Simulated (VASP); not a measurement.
Cd4SeS3, 8 atoms in the cell. Symmetry: I-42m, No. 121, tetragonal system. The conventional cell has a = 6.186 Å, b = 6.186 Å, c = 12.365 Å, α = 90.00°, β = 90.00°, γ = 90.00°. Within 3.5 Å of Cd (site symmetry m) lie 3 S at 2.65 to 2.66 Å and 1 Se at 2.75 Å. Within 3.6 Å of Se (site symmetry -42m) lie 4 Cd at 2.75 Å. S (site symmetry -4) has 4 Cd at 2.66 Å within 3.5 Å. Within 3.5 Å of S (site symmetry -42m) lie 4 Cd at 2.65 Å. 

* Program: VASP 6.6.1
* Task: single point
* Functional: PBE
* Potentials or basis: VASP PAW PBE potentials, release 64 (Cd, Se, S)
* Cutoff: 520 eV
* k mesh: 6 × 6 × 6
* Occupations: gaussian, width 0.02 eV
* Spin: no spin polarisation
* Dipole correction: no
* Further INCAR settings: ALGO = Normal; EDIFF = 1e-06; NBANDS = 46

Potentials or basis: VASP PAW PBE potentials, release 64 (Cd, Se, S).

The run is started by

```console
$ cat potpaw_PBE.64/Cd/POTCAR potpaw_PBE.64/Se/POTCAR potpaw_PBE.64/S/POTCAR > POTCAR
$ mpirun -np 1 vasp_std > vasp.out
```

Hardware: 1 thread of Intel(R) Xeon(R) 6975P-C (Granite Rapids), with other jobs on the host.

Problem. How long does it take, and how much memory?

Solution. It took 4.2 min on 1 thread of Intel(R) Xeon(R) 6975P-C (Granite Rapids), with other jobs on the host, peak memory 0.58 GiB. Counts: scf iterations 14, k points 30.
